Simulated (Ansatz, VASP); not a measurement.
**Two plane-wave programs on Se**

File INCAR:

```
PREC     = Accurate       # precision mode
ENCUT    = 520            # plane-wave cutoff, eV
EDIFF    = 1E-7           # SCF threshold, eV
ISMEAR   = -1             # smearing method
SIGMA    = 0.1            # smearing width, eV
LREAL    = F              # projectors in reciprocal space
LASPH    = T              # aspherical terms in the spheres
NELM     = 80             # most SCF steps
ALGO     = Normal         # electronic algorithm
ISIF     = 2              # what is computed and relaxed
LWAVE    = F              # write WAVECAR
LCHARG   = T              # write CHGCAR
GGA      = RE             # functional
LELF     = T              # ELF
LVHAR    = T            
NBANDS   = 16             # bands
```

Contents of KPOINTS:

```
regular mesh
0
Gamma
  9 9 10
```

Contents of POSCAR:

```
Se
1.0
    4.6429689212      0.0000000000      0.0000000000
   -2.3214844606      4.0209290347      0.0000000000
    0.0000000000      0.0000000000      3.3722594048
Se
3
Direct
    0.0000000000      0.0000000000      0.0000000000
    0.3333333333      0.6666666667      0.5000000000
    0.6666666667      0.3333333333      0.5000000000
```

Input for Ansatz:

```yaml
crystal:
  lattice:
    - [4.6429689212, 0.0, 0.0]
    - [-2.3214844606, 4.0209290347, 0.0]
    - [0.0, 0.0, 3.3722594048]
  atoms:
    - { symbol: Se, position: [0.0, 0.0, 0.0] }
    - { symbol: Se, position: [0.3333333333, 0.6666666667, 0.5] }
    - { symbol: Se, position: [0.6666666667, 0.3333333333, 0.5] }
hamiltonian:
  xc: revpbe
  pseudopotentials:
    kind: paw
    azcp:
      Se: "pseudopotentials/Se.paw.azcp"
basis:
  ecutwfc: 420
  fft_grid_basis: typed
kpoints:
  mp_grid: { grid: [9, 9, 10], shift: [0, 0, 0] }
magnetization:
  spin_polarized: false
scf:
  occupations: { method: fermi_dirac, width: 0.1 }
  lower_state_search: "off"
output:
  stress: true
  write_density: true
  write_potential: true
  elf: true
  volumetric_format: npy
```

Alike in both runs: task single point; functional revPBE; k mesh 9 × 9 × 10; occupations fermi-dirac, width 0.1 eV; no spin polarisation.

|  | VASP | Ansatz |
| --- | --- | --- |
| version | VASP 6.6.1 | Ansatz 0.2.0 |
| potentials or method | VASP PAW PBE potentials, release 64 (Se), cutoff 520 eV | plane waves (420 eV) with PAW, scalar-relativistic |
| valence electrons in the cell | 18 | 48 |

```csv
,VASP,Ansatz,Ansatz less VASP
pressure (GPa),2.7,2.7,+0.01
"traceless stress, the component that is largest in VASP (GPa)",-0.66,-0.67,-0.013
```

VASP's potentials were made for PBE, not for revPBE. VASP's potentials hold 18 valence electrons a cell and Ansatz's 48, so a difference there can come from the potentials and not from the codes.
